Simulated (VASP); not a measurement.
Runs of VASP 6.6.1 on AlCu2. The structure is that of space group P6/mmm (No. 191), or close to it. The cells are those of the table. 

| task | level | cell | k mesh | cutoff (eV) | gap on the mesh (eV) | pressure (GPa) |
| --- | --- | --- | --- | --- | --- | --- |
| single point | PBE | a = 4.169, b = 4.169, c = 2.593 Å, angles 90.0, 90.0, 120.0°, 3 atoms | 12 × 12 × 18 | 520 | none | 0.3 |
| relaxation of cell and atoms | PBE | relaxed from a = 4.169, b = 4.169, c = 2.593 Å, angles 90.0, 90.0, 120.0°, 3 atoms | 12 × 12 × 18 | 600 | none | 0.0 |
| single point | PBE | a = 4.169, b = 4.169, c = 2.593 Å, angles 90.0, 90.0, 120.0°, 3 atoms | 6 × 6 × 6 | 520 | none | 0.4 |
| single point | r2SCAN | a = 4.169, b = 4.169, c = 2.593 Å, angles 90.0, 90.0, 120.0°, 3 atoms | 12 × 12 × 18 | 520 | none | (a) |

Alike in all rows: potentials or basis VASP PAW PBE potentials, release 64 (Al, Cu); no spin polarisation; smearing gaussian 0.1 eV.

Task: Estimate the missing entries.

Result: (a) -4.5.

Caveats: some runs use coarse meshes; the cell stands under tension (at least some runs); the PAW data sets were made with another functional, which shifts forces and pressure a little (at least some runs).

A gap of «none» marks levels without a gap at the run's occupations.
